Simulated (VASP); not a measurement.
Runs of VASP 6.6.1 on BeSe5. The structure is that of space group F-43m (No. 216), or close to it. The cells are those of the table. 

| task | cell | k mesh | cutoff (eV) | gap on the mesh (eV) | pressure (GPa) | relaxed volume (Å³/atom) | largest force (eV/Å) |
| --- | --- | --- | --- | --- | --- | --- | --- |
| relaxation of cell and atoms | relaxed from a = 5.676 Å, angles 60.0°, 6 atoms | 8 × 8 × 8 | 600 | none | 0.0 | 21.13 | - |
| single point | a = 6.035 Å, angles 60.0°, 6 atoms | 4 × 4 × 4 | 520 | none | -6.7 | - | 0.06 |
| single point | a = 5.639 Å, angles 60.0°, 6 atoms | 8 × 8 × 8 | 520 | none | 0.0 | - | - |
| relaxation of cell and atoms | relaxed from a = 6.035 Å, angles 60.0°, 6 atoms | 4 × 4 × 4 | 600 | none | -0.1 | (a) | 0.01 |
| single point | a = 5.676 Å, angles 60.0°, 6 atoms | 4 × 4 × 4 | 520 | none | 0.0 | - | 0.01 |

Alike in all rows: level PBE; potentials or basis VASP PAW PBE potentials, release 64 (Be, Se); no spin polarisation; smearing gaussian 0.1 eV.

**Question.** Fill in the values left out.

**Answer.** (a) 21.57.

Caveats: the volume moved by over 15 % at a fixed basis, so the end points are rough (some runs).

A k mesh can miss the band edges, and the runs leave out spin-orbit coupling on Se.

A gap of «none» marks levels without a gap at the run's occupations.
